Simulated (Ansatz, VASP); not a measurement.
# One calculation of InP2, two programs

File INCAR:

```
PREC = Accurate
ENCUT = 520
EDIFF = 1E-7
ISMEAR = 0
SIGMA = 0.1
LREAL = False
LASPH = True
NELM = 80
ALGO = Normal
ISIF = 2
LWAVE = False
LCHARG = False
GGA = PE
NBANDS = 32
```

File KPOINTS:

```
Automatic mesh
0
Gamma
  6 6 6
```

The input POSCAR:

```
InP2
1.0
   -2.3178419900      2.3178419900      5.5895643500
    2.3178419900     -2.3178419900      5.5895643500
    2.3178419900      2.3178419900     -5.5895643500
In P
2 4
Direct
    0.0000000000      0.0000000000      0.0000000000
    0.7500000000      0.2500000000      0.5000000000
    0.7872112300      0.7872112300      0.0000000000
    0.5372112300      0.0372112300      0.5000000000
    0.9627887700      0.4627887700      0.5000000000
    0.2127887700      0.2127887700      0.0000000000
```

Input for Ansatz:

```yaml
crystal:
  lattice:
    - [-2.31784199, 2.31784199, 5.58956435]
    - [2.31784199, -2.31784199, 5.58956435]
    - [2.31784199, 2.31784199, -5.58956435]
  atoms:
    - { symbol: In, position: [0.0, 0.0, 0.0] }
    - { symbol: In, position: [0.75, 0.25, 0.5] }
    - { symbol: P, position: [0.78721123, 0.78721123, 0.0] }
    - { symbol: P, position: [0.53721123, 0.03721123, 0.5] }
    - { symbol: P, position: [0.96278877, 0.46278877, 0.5] }
    - { symbol: P, position: [0.21278877, 0.21278877, 0.0] }
basis:
  ecutwfc: 420
kpoints:
  mp_grid: { grid: [6, 6, 6] }
hamiltonian:
  xc: pbe
scf:
  occupations: { method: gaussian, width: 0.1 }
  lower_state_search: "off"
output:
  forces: true
  stress: true
  eigenvalues: true
```

Alike in both runs: task single point; functional PBE; k mesh 6 × 6 × 6; occupations gaussian, width 0.1 eV; no spin polarisation.

|  | VASP | Ansatz |
| --- | --- | --- |
| version | VASP 6.6.1 | Ansatz 0.2.0 |
| potentials or method | VASP PAW PBE potentials, release 64 (In_d, P), cutoff 520 eV | scalar-relativistic, plane waves, PAW |
| valence electrons in the cell | 46 | 46 |

VASP gave:

* gap on the k mesh at the Fermi level (eV): none
* rms of the force components (eV/Å): 0.509

Task: Which values does Ansatz return?

Result: gap on the k mesh at the Fermi level (eV): none; rms of the force components (eV/Å): 0.517.

Atom by atom the forces differ by 0.008 eV/Å (rms over components). A gap of «none» marks a metal or a gap that the smearing closes.
